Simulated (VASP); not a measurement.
Set up this calculation in VASP 6.6.1, as the native input.

```
Task                   : single point
Functional             : PBE
Potentials or basis    : VASP PAW PBE potentials, release 64 (Be, Se)
Cutoff                 : 520 eV
k mesh                 : 10 × 10 × 4
Occupations            : gaussian, width 0.1 eV
Spin                   : no spin polarisation
Dipole correction      : no
Further INCAR settings : ALGO = Normal; EDIFF = 1e-06; NBANDS = 25
```

The structure of Be2Se lies in POSCAR:

```
Be2Se
1.0
    3.4634559737      0.0000000000      0.0000000000
    0.0000000000      3.4634559737      0.0000000000
    0.0000000000      0.0000000000     11.3129359452
Be Se
6 3
Direct
    0.5000000000      0.0000000000      0.6427818883
    0.0000000000      0.0000000000      0.5000000000
    0.0000000000      0.5000000000      0.3572181117
    0.5000000000      0.5000000000      0.5000000000
    0.5000000000      0.0000000000      0.1189012426
    0.0000000000      0.5000000000      0.8810987574
    0.5000000000      0.5000000000      0.7610861604
    0.5000000000      0.5000000000      0.2389138396
    0.0000000000      0.0000000000      0.0000000000
```

These files were run (other wordings do the same):

INCAR

```
SYSTEM = Be2Se
PREC = Accurate
ENCUT = 520
EDIFF = 1E-6
ISMEAR = 0
SIGMA = 0.1
LREAL = .FALSE.
LASPH = .TRUE.
NELM = 80
ALGO = Normal
ISIF = 2
LWAVE = .FALSE.
LCHARG = .FALSE.
GGA = PE
NBANDS = 25
```

KPOINTS

```
Automatic mesh
0
G
  10 10 4
  0 0 0
```

Potentials or basis: VASP PAW PBE potentials, release 64 (Be, Se).

Launch:

```sh
$ cat potpaw_PBE.64/Be/POTCAR potpaw_PBE.64/Se/POTCAR > POTCAR
$ mpirun -np 1 vasp_std > vasp.out
```

It gave:

```json
{"Pressure": "0.2 GPa", "Largest force": "0.017 eV/Å", "Band gap on the k mesh": "zero (band 15 reaches 5.50 eV, above the bottom of band 16 at 3.81 eV)"}
```

Run time: 4.4 min on 1 thread of AMD EPYC 7R13 (shared host), peak memory 0.31 GiB.
